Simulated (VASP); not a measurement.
Set up this calculation in VASP 6.6.1, as the native input.

```yaml
Task: single point
Functional: PBE
Potentials_or_basis: VASP PAW PBE potentials, release 64 (K_sv, Cl)
Cutoff: 520 eV
k_mesh: 7 × 7 × 7
Occupations: fermi-dirac, width 0.01 eV
Spin: no spin polarisation
Dipole_correction: no
Further_INCAR_settings: ALGO = Normal; EDIFF = 1e-06; NBANDS = 15
```

The structure of KCl lies in POSCAR:

```
KCl
1.0
    3.6340000000      0.0000000000      0.0000000000
    0.0000000000      3.6340000000      0.0000000000
    0.0000000000      0.0000000000      3.6340000000
K Cl
1 1
Direct
    0.0000000000      0.0000000000      0.0000000000
    0.5000000000      0.5000000000      0.5000000000
```

The input as run:

INCAR

```
  ALGO = Normal
  EDIFF = 1E-6
  ENCUT = 520
  GGA = PE
  ISIF = 2
  ISMEAR = -1
  LASPH = True
  LCHARG = True
  LELF = True
  LREAL = False
  LVHAR = True
  LWAVE = False
  NBANDS = 15
  NELM = 100
  PREC = Accurate
  SIGMA = 0.01
```

KPOINTS

```
k-points
0
Gamma
  7 7 7
```

Potentials or basis: VASP PAW PBE potentials, release 64 (K_sv, Cl).

The run is started by

```sh
$ cat potpaw_PBE.64/K_sv/POTCAR potpaw_PBE.64/Cl/POTCAR > POTCAR
$ mpirun -np 1 vasp_std > vasp.out
```

Results of the run:

| Property | Result |
| --- | --- |
| Pressure | 4.5 GPa |
| Band gap on the k mesh | 5.61 eV, indirect (least direct gap 5.81 eV) |

Run time: 15 s on 1 thread of Intel(R) Xeon(R) Platinum 8375C CPU @ 2.90GHz (Ice Lake), with other jobs on the host, peak memory 0.15 GiB.
